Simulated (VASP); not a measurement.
Wanted: the native input for a VASP 6.6.1 run.

```
Task                   : electric field gradients
Functional             : LDA
Potentials or basis    : VASP PAW LDA potentials, release 64 (Si)
Cutoff                 : 520 eV
k mesh                 : 11 × 11 × 11
Occupations            : fermi-dirac, width 0.08 eV
Spin                   : no spin polarisation
Dipole correction      : no
Further INCAR settings : ALGO = Normal; EDIFF = 1e-08; NBANDS = 11
```

The structure of Si lies in POSCAR:

```
Si
1.0
    0.0000000000      2.7687280309      2.7687280309
    2.7687280309      0.0000000000      2.7687280309
    2.7687280309      2.7687280309      0.0000000000
Si
2
Direct
    0.5000000000      0.5000000000      0.5000000000
    0.7500000000      0.7500000000      0.7500000000
```

This cell differs from its parent crystal: volume scaled by 1.06.

These files were run (other wordings do the same):

INCAR

```
ALGO = Normal
EDIFF = 1E-8
ENCUT = 520
ISIF = 2
ISMEAR = -1
LASPH = True
LCHARG = False
LEFG = True
LREAL = False
LWAVE = False
NBANDS = 11
NELM = 80
PREC = Accurate
SIGMA = 0.08
```

KPOINTS

```
k-points
0
Gamma
  11 11 11
```

Potentials or basis: VASP PAW LDA potentials, release 64 (Si).

The run is started by

```bash
$ cat potpaw_LDA.64/Si/POTCAR > POTCAR
$ mpirun -np 1 vasp_std > vasp.out
```

It gave:

- Pressure: -6.1 GPa
- Band gap on the k mesh: 0.59 eV, indirect (least direct gap 2.37 eV)

Caveat: without QUAD_EFG the Cq values of the log hold for a quadrupole moment of 1 mb, not for the nuclei.

Wall time 14 s on 1 thread of AMD EPYC 9R14 (Zen 4) (shared host), peak memory 0.12 GiB.
